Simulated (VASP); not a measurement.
# LiCl in VASP: a series of runs

The runs below take LiCl through single point, with PBE.

Everything below comes from runs of VASP 6.6.1. Logs are shortened: lines on timing, memory, paths and dates and some standing lists are left out, and cuts for length are marked.

### 1 The cell of the first run

Symmetry: Fm-3m, No. 225, cubic system. Conventional cell: a = 5.035 Å, b = 5.035 Å, c = 5.035 Å, α = 90.00°, β = 90.00°, γ = 90.00°. Within 3.3 Å of Li (site symmetry m-3m) lie 6 Cl at 2.52 Å. Within 3.3 Å of Cl (site symmetry m-3m) lie 6 Li at 2.52 Å.

### 2 Single point, PBE (strain -1.5%)

INCAR

```
SYSTEM = LiCl
ALGO = Normal
EDIFF = 1E-7
ENCUT = 520
GGA = PE
ISIF = 2
ISMEAR = -1
LASPH = .True.
LCHARG = .True.
LELF = .True.
LREAL = .False.
LVHAR = .True.
LWAVE = .False.
NBANDS = 12
NELM = 80
PREC = Accurate
SIGMA = 0.02
```

KPOINTS

```
k-points
0
Gamma
  8 8 8
  0 0 0
```

POSCAR

```
LiCl
1.0
    0.0000000000      2.5176964340      2.5176964340
    2.5176964340      0.0000000000      2.5176964340
    2.5176964340      2.5176964340      0.0000000000
Li Cl
1 1
Direct
    0.0000000000      0.0000000000      0.0000000000
    0.5000000000      0.5000000000      0.5000000000
```

Potentials or basis: VASP PAW PBE potentials, release 64 (Li_sv, Cl).

On the command line:

```
> cat potpaw_PBE.64/Li_sv/POTCAR potpaw_PBE.64/Cl/POTCAR > POTCAR
> mpirun -np 1 vasp_std > vasp.out
```

OUTCAR:

```text
SYSTEM = LiCl
   EDIFF = 1E-7
   ENCUT = 520
   GGA = PE
   ISIF = 2
   ISMEAR = -1
   LASPH = .True.
   LREAL = .False.
   NELM = 80
   PREC = Accurate

 ion  position               nearest neighbor table
   1  0.000  0.000  0.000-   2 2.52   2 2.52   2 2.52   2 2.52   2 2.52   2 2.52
   2  0.500  0.500  0.500-   1 2.52   1 2.52   1 2.52   1 2.52   1 2.52   1 2.52

  LATTYP: Found a face centered cubic cell.
 ALAT       =     5.0353928680

  Lattice vectors:

 A1 = (   0.0000000000,   2.5176964340,   2.5176964340)
 A2 = (   2.5176964340,   0.0000000000,   2.5176964340)
 A3 = (   2.5176964340,   2.5176964340,   0.0000000000)

Analysis of symmetry for initial positions (statically):
=====================================================================
 Subroutine PRICEL returns:
 Original cell was already a primitive cell.

 Routine SETGRP: Setting up the symmetry group for a
 face centered cubic supercell.

 Subroutine GETGRP returns: Found 48 space group operations
 (whereof 48 operations were pure point group operations)
 out of a pool of 48 trial point group operations.

The static configuration has the point symmetry O_h .

Analysis of symmetry for dynamics (positions and initial velocities):
=====================================================================
 Subroutine PRICEL returns:
 Original cell was already a primitive cell.

 Routine SETGRP: Setting up the symmetry group for a
 face centered cubic supercell.

 Subroutine GETGRP returns: Found 48 space group operations
 (whereof 48 operations were pure point group operations)
 out of a pool of 48 trial point group operations.

The dynamic configuration has the point symmetry O_h .

 Subroutine INISYM returns: Found 48 space group operations
 (whereof 48 operations are pure point group operations),
 and found     1 'primitive' translations

----------------------------------------------------------------------------------------

                                     Primitive cell

  volume of cell :      31.9183

  direct lattice vectors                    reciprocal lattice vectors
     0.000000000  2.517696434  2.517696434    -0.198594236  0.198594236  0.198594236
     2.517696434  0.000000000  2.517696434     0.198594236 -0.198594236  0.198594236
     2.517696434  2.517696434  0.000000000     0.198594236  0.198594236 -0.198594236

  length of vectors
     3.560560443  3.560560443  3.560560443     0.343975307  0.343975307  0.343975307

  position of ions in fractional coordinates (direct lattice)
     0.000000000  0.000000000  0.000000000
     0.500000000  0.500000000  0.500000000

  ion indices of the primitive-cell ions
   primitive index   ion index
                 1           1
                 2           2

----------------------------------------------------------------------------------------

 KPOINTS: k-points

Automatic generation of k-mesh.
 Grid dimensions read from file:
 generate k-points for:    8    8    8

 Generating k-lattice:

  Cartesian coordinates                     Fractional coordinates (reciprocal lattice)
    -0.024824280  0.024824280  0.024824280     0.125000000  0.000000000  0.000000000
     0.024824280 -0.024824280  0.024824280     0.000000000  0.125000000  0.000000000
     0.024824280  0.024824280 -0.024824280     0.000000000  0.000000000  0.125000000

  Length of vectors
     0.042996913  0.042996913  0.042996913

  Shift w.r.t. Gamma in fractional coordinates (k-lattice)
     0.000000000  0.000000000  0.000000000

 Subroutine IBZKPT returns following result:
 ===========================================

 Found     29 irreducible k-points:

 Following reciprocal coordinates:
            Coordinates               Weight
  0.000000  0.000000  0.000000      1.000000
  0.125000  0.000000  0.000000      8.000000
  0.250000  0.000000  0.000000      8.000000
  0.375000  0.000000  0.000000      8.000000
  0.500000  0.000000  0.000000      4.000000
  0.125000  0.125000  0.000000      6.000000
[... 16 lines left out ...]
  0.500000  0.250000  0.125000     48.000000
 -0.375000  0.250000  0.125000     24.000000
 [... further k-points ...]
   k-points           NKPTS =     29   k-points in BZ     NKDIM =     29   number of bands    NBANDS=     12
   number of dos      NEDOS =    301   number of ions     NIONS =      2
   total plane-waves  NPLWV =  21952
   dimension x,y,z NGX =    28 NGY =   28 NGZ =   28
   dimension x,y,z NGXF=    56 NGYF=   56 NGZF=   56
   ions per type =               1   1
   NGX,Y,Z   is equivalent  to a cutoff of  13.07, 13.07, 13.07 a.u.
   NGXF,Y,Z  is equivalent  to a cutoff of  26.15, 26.15, 26.15 a.u.
 SYSTEM =  LiCl
   PREC   = accura    normal or accurate (medium, high low for compatibility)
   ISTART =      0    job   : 0-new  1-cont  2-samecut
   ICHARG =      2    charge: 1-file 2-atom 10-const
   ISPIN  =      1    spin polarized calculation?
   LNONCOLLINEAR =      F non collinear calculations
   LSORBIT =      F    spin-orbit coupling
   LASPH  =      T    aspherical Exc in radial PAW
   ENCUT  =  520.0 eV  38.22 Ry    6.18 a.u.   6.62  6.62  6.62*2*pi/ulx,y,z
   NELM   =     80;   NELMIN=  2; NELMDL= -5     # of ELM steps
   EDIFF  = 0.1E-06   stopping-criterion for ELM
   LREAL  =      F    real-space projection
   EDIFFG = 0.1E-05   stopping-criterion for IOM
   NSW    =      0    number of steps for IOM
   IBRION =     -1    ionic relax: 0-MD 1-quasi-New 2-CG
   NFREE  =      0    steps in history (QN), initial steepest desc. (CG)
   ISIF   =      2    stress and relaxation
   ISYM   =      2    0-nonsym 1-usesym 2-fastsym
   POTIM  = 0.5000    time-step for ionic-motion
   TEBEG  =    0.0;   TEEND  =   0.0 temperature during run
   PSTRESS=    0.0 pullay stress
   NELECT =      10.0000    total number of electrons
   NUPDOWN=      -1.0000    fix difference up-down
   EMIN   =  10.00;   EMAX   =-10.00  energy-range for DOS
   EFERMI =   0.00;   METHOD = LEGACY
   ISMEAR =    -1;   SIGMA  =   0.02  broadening in eV -4-tet -1-fermi 0-gaus
   EFERMI_NEDOS =   21; number of points for ismear=-14 and -15
   IALGO  =     38    algorithm
   IMIX   =      4    mixing-type and parameters
     AMIX     =   0.40;   BMIX     =  1.00
     AMIX_MAG =   1.60;   BMIX_MAG =  1.00
  volume/ion in A,a.u.               =      15.96       107.70
  Fermi-wavevector in a.u.,A,eV,Ry     =   1.111889  2.101166 16.820847  1.236297
  Thomas-Fermi vector in A             =   2.248457
   LORBIT       =      0    0 simple, 1 ext, 2 COOP (PROOUT), +10 PAW based schemes
   GGA     = PE    functional components
   LHFCALC =     F    Hartree Fock is set to
   AEXX    =    0.0000 exact exchange contribution
   IVDW    =     0    specifies the selected vdW correction
   LEPSILON=     F    determine dielectric tensor
   LRPA    =     F    only Hartree local field effects (RPA)
 non-spin polarized calculation
  energy-cutoff  :      520.00
  volume of cell :       31.92
 maximum number of plane-waves:       881
 NGX is ok and might be reduce to    28
   NGX = 13   NGY = 13   NGZ = 13

 number of electron      10.0000000 magnetization

 number of electron       9.9999994 magnetization

 Free energy of the ion-electron system (eV)
  ---------------------------------------------------
  ext. energy  EPLUGINS =         0.00000000
  ---------------------------------------------------
  free energy    TOTEN  =        -7.37008513 eV

  energy without entropy =       -7.37008513  energy(sigma->0) =       -7.37008513

 E-fermi :   1.4284     XC(G=0):  -8.9730

 val. band max:        1.0114237693   @ k =   0.0000   0.0000   0.0000
 cond. band min:       7.6851031320   @ k =   0.0000   0.0000   0.0000
 fundamental gap:      6.6736793627
 Fermi energy:         1.4284052411

 k-point     1 :       0.0000    0.0000    0.0000
  band No.  band energies     occupation
      1     -42.4213      2.00000
      2     -12.5894      2.00000
      3       1.0114      2.00000
      4       1.0114      2.00000
      5       1.0114      2.00000
      6       7.6851      0.00000
      7      12.9918      0.00000
      8      12.9918      0.00000
      9      12.9918      0.00000
     10      15.7884      0.00000
     11      15.7885      0.00000
     12      15.8764      0.00000

 k-point     2 :       0.1250    0.0000    0.0000
  band No.  band energies     occupation
      1     -42.4208      2.00000
      2     -12.5046      2.00000
      3       0.4452      2.00000
      4       0.9660      2.00000
      5       0.9660      2.00000
      6       8.1445      0.00000
      7      12.2378      0.00000
      8      12.9290      0.00000
      9      12.9290      0.00000
     10      14.2485      0.00000
     11      14.2485      0.00000
     12      16.3399      0.00000

 k-point     3 :       0.2500    0.0000    0.0000
  band No.  band energies     occupation
      1     -42.4194      2.00000
      2     -12.2873      2.00000
      3      -0.6919      2.00000
      4       0.8628      2.00000
      5       0.8628      2.00000
      6       8.4456      0.00000
      7      11.7743      0.00000
      8      11.7743      0.00000
      9      12.2511      0.00000
     10      15.1012      0.00000
     11      15.1012      0.00000
     12      16.9379      0.00000
[... 286 lines left out ...]
 k-point    23 :       0.5000    0.2500    0.1250
  band No.  band energies     occupation
      1     -42.4175      2.00000
      2     -11.9008      2.00000
      3      -1.4930      2.00000
      4      -0.3181      2.00000
      5       0.4718      2.00000
      6       9.5549      0.00000
      7      10.4717      0.00000
      8      11.5113      0.00000
      9      12.6888      0.00000
     10      15.7001      0.00000
     11      18.8338      0.00000
     12      19.2881      0.00000

 k-point    24 :      -0.3750    0.2500    0.1250
  band No.  band energies     occupation
      1     -42.4170      2.00000
      2     -11.8097      2.00000
      3      -1.7500      2.00000
      4      -0.4212      2.00000
      5       0.3753      2.00000
      6       9.3432      0.00000
      7      10.4242      0.00000
      8      11.6883      0.00000
      9      13.1371      0.00000
     10      16.8115      0.00000
     11      17.5269      0.00000
     12      19.5530      0.00000

 [... further k-points ...]

------------------------ aborting loop because EDIFF is reached ----------------------------------------

  FORCE on cell =-STRESS in cart. coord.  units (eV):
  Direction    XX          YY          ZZ          XY          YZ          ZX
  --------------------------------------------------------------------------------------
  -------------------------------------------------------------------------------------
  Total        0.4713052      0.4713052      0.4713052     -0.0000000      0.0000000      0.0000000
  in kB       23.6577123     23.6577123     23.6577123     -0.0000000      0.0000000      0.0000000
  external PRESSURE =      23.6577123 kB  Pullay stress =       0.0000000 kB

 VOLUME and BASIS-vectors are now :
 -----------------------------------------------------------------------------
  energy-cutoff  :      520.00
  volume of cell :       31.92
      direct lattice vectors                 reciprocal lattice vectors
     0.000000000  2.517696434  2.517696434    -0.198594236  0.198594236  0.198594236
     2.517696434  0.000000000  2.517696434     0.198594236 -0.198594236  0.198594236
     2.517696434  2.517696434  0.000000000     0.198594236  0.198594236 -0.198594236

 POSITION                                       TOTAL-FORCE (eV/Angst)
 -----------------------------------------------------------------------------------
      0.00000      0.00000      0.00000        -0.000000     -0.000000      0.000000
      2.51770      2.51770      2.51770         0.000000      0.000000     -0.000000
 -----------------------------------------------------------------------------------
    total drift:                                0.000000      0.000000      0.000000

  FREE ENERGIE OF THE ION-ELECTRON SYSTEM (eV)
  ---------------------------------------------------
  free  energy   TOTEN  =        -7.3700851346 eV

  energy  without entropy=       -7.3700851346  energy(sigma->0) =       -7.37008513
```

Run time: 14 s. Hardware: 1 thread of Intel Xeon Platinum 8488C (Sapphire Rapids), shared host; peak memory 0.15 GiB.

Results:

```yaml
Free_energy: -7.3701 eV
Band_gap_on_the_k_mesh: 6.67 eV
```

Caveat: the cell differs from its parent crystal (strain -1.5%); the cutoff is under 1.25 times the usual one of these potentials, so pressure, stress and relaxed cells hold a basis-set (Pulay) error.

### 3 Single point, PBE

This run uses another cell than the first one, of 16.70 Å³/atom.

INCAR

```
SYSTEM = LiCl
PREC = Accurate
ENCUT = 520
EDIFF = 1E-6
ISMEAR = -1
SIGMA = 0.02
LREAL = .FALSE.
LASPH = .TRUE.
NELM = 100
ALGO = Normal
ISIF = 2
LWAVE = .FALSE.
LCHARG = .TRUE.
GGA = PE
LELF = .TRUE.
LVHAR = .TRUE.
NBANDS = 12
```

KPOINTS

```
regular mesh
0
G
  8 8 8
  0 0 0
```

POSCAR

```
LiCl
1.0
    0.0000000000      2.5560369889      2.5560369889
    2.5560369889      0.0000000000      2.5560369889
    2.5560369889      2.5560369889      0.0000000000
Li Cl
1 1
Direct
    0.0000000000      0.0000000000      0.0000000000
    0.5000000000      0.5000000000      0.5000000000
```

Potentials or basis: VASP PAW PBE potentials, release 64 (Li_sv, Cl).

On the command line:

```
> cat potpaw_PBE.64/Li_sv/POTCAR potpaw_PBE.64/Cl/POTCAR > POTCAR
> mpirun -np 1 vasp_std > vasp.out
```

OUTCAR:

```text
SYSTEM = LiCl
   PREC = Accurate
   ENCUT = 520
   EDIFF = 1E-6
   ISMEAR = -1
   LREAL = .FALSE.
   LASPH = .TRUE.
   NELM = 100
   ISIF = 2
   GGA = PE

 ion  position               nearest neighbor table
   1  0.000  0.000  0.000-   2 2.56   2 2.56   2 2.56   2 2.56   2 2.56   2 2.56
   2  0.500  0.500  0.500-   1 2.56   1 2.56   1 2.56   1 2.56   1 2.56   1 2.56

  LATTYP: Found a face centered cubic cell.
 ALAT       =     5.1120739778

  Lattice vectors:

[... 544 lines left out ...]
 [... further k-points ...]

------------------------ aborting loop because EDIFF is reached ----------------------------------------

  FORCE on cell =-STRESS in cart. coord.  units (eV):
  Direction    XX          YY          ZZ          XY          YZ          ZX
  --------------------------------------------------------------------------------------
  -------------------------------------------------------------------------------------
  Total        0.1351980      0.1351980      0.1351980      0.0000000      0.0000000     -0.0000000
  in kB        6.4855895      6.4855895      6.4855895      0.0000000      0.0000000     -0.0000000
  external PRESSURE =       6.4855895 kB  Pullay stress =       0.0000000 kB

 VOLUME and BASIS-vectors are now :
 -----------------------------------------------------------------------------
  energy-cutoff  :      520.00
  volume of cell :       33.40
      direct lattice vectors                 reciprocal lattice vectors
     0.000000000  2.556036989  2.556036989    -0.195615323  0.195615323  0.195615323
     2.556036989  0.000000000  2.556036989     0.195615323 -0.195615323  0.195615323
     2.556036989  2.556036989  0.000000000     0.195615323  0.195615323 -0.195615323

 POSITION                                       TOTAL-FORCE (eV/Angst)
 -----------------------------------------------------------------------------------
      0.00000      0.00000      0.00000         0.000000     -0.000000     -0.000000
      2.55604      2.55604      2.55604        -0.000000      0.000000      0.000000
 -----------------------------------------------------------------------------------
    total drift:                                0.000000      0.000000      0.000000

  FREE ENERGIE OF THE ION-ELECTRON SYSTEM (eV)
  ---------------------------------------------------
  free  energy   TOTEN  =        -7.3845724218 eV

  energy  without entropy=       -7.3845724218  energy(sigma->0) =       -7.38457242
```

OSZICAR:

```text
N       E                     dE             d eps       ncg     rms          rms(c)
DAV:   1     0.408607448924E+02    0.40861E+02   -0.39880E+03   696   0.760E+02
DAV:   2    -0.492296774818E+01   -0.45784E+02   -0.43508E+02   868   0.145E+02
DAV:   3    -0.738877578419E+01   -0.24658E+01   -0.24576E+01   916   0.339E+01
DAV:   4    -0.744790047491E+01   -0.59125E-01   -0.59103E-01   980   0.541E+00
DAV:   5    -0.744838487009E+01   -0.48440E-03   -0.48439E-03   908   0.499E-01    0.240E+00
DAV:   6    -0.737878293974E+01    0.69602E-01   -0.14781E-01   864   0.181E+00    0.171E+00
DAV:   7    -0.738049365449E+01   -0.17107E-02   -0.48801E-02  1068   0.116E+00    0.927E-01
DAV:   8    -0.738455674730E+01   -0.40631E-02   -0.61807E-03   820   0.542E-01    0.153E-01
DAV:   9    -0.738451750219E+01    0.39245E-04   -0.19265E-04   868   0.965E-02    0.520E-02
DAV:  10    -0.738456529902E+01   -0.47797E-04   -0.11544E-04   800   0.723E-02    0.509E-02
DAV:  11    -0.738457154819E+01   -0.62492E-05   -0.13724E-05   896   0.235E-02    0.212E-03
DAV:  12    -0.738457242182E+01   -0.87362E-06   -0.48038E-07   736   0.517E-03
   1 F= -.73845724E+01 E0= -.73845724E+01  d E =-.173688E-10
```

Run time: 16 s. Hardware: 1 thread of Intel Xeon Platinum 8488C (Sapphire Rapids), shared host; peak memory 0.15 GiB.

Results:

* Free energy: -7.3846 eV
* Band gap on the k mesh: 6.40 eV

Caveat: the cutoff is under 1.25 times the usual one of these potentials, so pressure, stress and relaxed cells hold a basis-set (Pulay) error. A k mesh can miss the band edges.

(Part 1 of 2 ends here.)
